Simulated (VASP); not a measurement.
Wanted: the native input for a VASP 6.6.1 run.

| Item | Value |
| --- | --- |
| Task | single point |
| Functional | PBEsol |
| Potentials or basis | VASP PAW PBE potentials, release 64 (Cr_pv, N) |
| Cutoff | 520 eV |
| k mesh | 21 × 21 × 18 |
| Occupations | gaussian, width 0.15 eV |
| Spin | no spin polarisation |
| Dipole correction | no |
| Further INCAR settings | ALGO = Normal; EDIFF = 1e-06; NBANDS = 16 |

The structure of CrN lies in POSCAR:

```
CrN
1.0
    2.5381963840      0.0000000000      0.0000000000
   -1.2690981920      2.1981425483      0.0000000000
    0.0000000000      0.0000000000      2.4499959260
Cr N
1 1
Direct
    0.6666666667      0.3333333333      0.5000000000
    0.3333333333      0.6666666667      0.0000000000
```

This cell differs from its parent crystal: strain -0.050 along x and y, -0.050 along z.

One way to write it, as run:

INCAR

```
SYSTEM = CrN
  PREC = Accurate
  ENCUT = 520
  EDIFF = 1E-6
  ISMEAR = 0
  SIGMA = 0.15
  LREAL = .FALSE.
  LASPH = .TRUE.
  NELM = 60
  ALGO = Normal
  ISIF = 2
  LWAVE = .FALSE.
  LCHARG = .TRUE.
  GGA = PS
  LELF = .TRUE.
  LVHAR = .TRUE.
  NBANDS = 16
```

KPOINTS

```
regular mesh
0
G
  21 21 18
  0 0 0
```

Potentials or basis: VASP PAW PBE potentials, release 64 (Cr_pv, N).

Launch:

```sh
$ cat potpaw_PBE.64/Cr_pv/POTCAR potpaw_PBE.64/N/POTCAR > POTCAR
$ mpirun -np 1 vasp_std > vasp.out
```

It gave:

```json
{
 "Pressure": "70.6 GPa"
}
```

Caveat: the cell differs from its parent crystal (strain -0.050 along x and y, -0.050 along z); the PAW data sets were made with another functional, which shifts forces and pressure a little; the run has no spin polarisation, though such a crystal can be magnetic.

Run time: 34 s on 1 thread of Intel(R) Xeon(R) 6975P-C (Granite Rapids) (shared host), peak memory 0.21 GiB.
